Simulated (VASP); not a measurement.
Wanted: the native input for a VASP 6.6.1 run.

```
Task                            : G0W0 quasiparticle levels
Functional                      : PBE
Potentials or basis             : VASP PAW PBE potentials, release 64 (Sr_sv_GW, Ti_sv_GW, O_GW)
Cutoff                          : 500 eV
k mesh                          : 2 × 2 × 2
Occupations                     : gaussian, width 0.01 eV
Spin                            : no spin polarisation
Dipole correction               : no
GW scheme                       : G0W0
GW iterations                   : 1
Cutoff of the response function : 200
Frequency points                : 48
Empty bands                     : 1144
Further INCAR settings          : ALGO = EVGW0; EDIFF = 1e-08; NBANDS = 1164
```

SrTiO3:

```
Sr Ti O
1.0
     3.90500    0.00000    0.00000
     0.00000    3.90500    0.00000
     0.00000    0.00000    3.90500
Sr Ti O
1 1 3
Direct
  0.00000 0.00000 0.00000
  0.50000 0.50000 0.50000
  0.50000 0.50000 0.00000
  0.50000 0.00000 0.50000
  0.00000 0.50000 0.50000
```

The input as run:

POSCAR

```
SrTiO3
1.0
    3.9050000000      0.0000000000      0.0000000000
    0.0000000000      3.9050000000      0.0000000000
    0.0000000000      0.0000000000      3.9050000000
Sr Ti O
1 1 3
Direct
    0.0000000000      0.0000000000      0.0000000000
    0.5000000000      0.5000000000      0.5000000000
    0.5000000000      0.5000000000      0.0000000000
    0.5000000000      0.0000000000      0.5000000000
    0.0000000000      0.5000000000      0.5000000000
```

INCAR.step1

```
SYSTEM = SrTiO3
PREC = Accurate
ENCUT = 500
EDIFF = 1E-8
ISMEAR = 0
SIGMA = 0.01
LREAL = .FALSE.
LASPH = .TRUE.
NELM = 80
ALGO = Normal
LWAVE = .TRUE.
LCHARG = .FALSE.
GGA = PE
```

INCAR.step2

```
SYSTEM = SrTiO3
PREC = Accurate
ENCUT = 500
EDIFF = 1E-8
ISMEAR = 0
SIGMA = 0.01
LREAL = .FALSE.
LASPH = .TRUE.
NELM = 1
ALGO = Exact
LWAVE = .TRUE.
LCHARG = .FALSE.
GGA = PE
NBANDS = 1164
LOPTICS = .TRUE.
ISTART = 1
```

INCAR.step3

```
SYSTEM = SrTiO3
PREC = Accurate
ENCUT = 500
EDIFF = 1E-8
ISMEAR = 0
SIGMA = 0.01
LREAL = .FALSE.
LASPH = .TRUE.
ALGO = EVGW0
LWAVE = .FALSE.
LCHARG = .FALSE.
GGA = PE
NELMGW = 1
NBANDS = 1164
ENCUTGW = 200
NOMEGA = 48
PRECFOCK = Fast
ISTART = 1
NBANDSGW = 28
```

KPOINTS

```
regular mesh
0
G
  2 2 2
  0 0 0
```

Potentials or basis: VASP PAW PBE potentials, release 64 (Sr_sv_GW, Ti_sv_GW, O_GW).

Launch:

```sh
$ cat potpaw_PBE.64/Sr_sv_GW/POTCAR potpaw_PBE.64/Ti_sv_GW/POTCAR potpaw_PBE.64/O_GW/POTCAR > POTCAR
$ cp INCAR.step1 INCAR
$ mpirun -np 1 vasp_std > vasp.out
$ cp INCAR.step2 INCAR
$ mpirun -np 1 vasp_std > vasp.out
$ cp INCAR.step3 INCAR
$ mpirun -np 1 vasp_std > vasp.out
```

It gave:

```
Quasiparticle gap                                   : 2.98 eV
Least direct quasiparticle gap                      : 3.43 eV
Band gap of the starting levels on the mesh         : 1.49 eV
Least direct gap of the starting levels on the mesh : 1.85 eV
```

Caveat: the k points lie up to 0.80 Å⁻¹ apart; bands, screening cutoff and mesh are small and nothing is extrapolated, so the quasiparticle values aren't converged.

Wall time 5.1 min on 1 thread of Intel(R) Xeon(R) 6975P-C (Granite Rapids), on a shared host, peak memory 0.63 GiB.
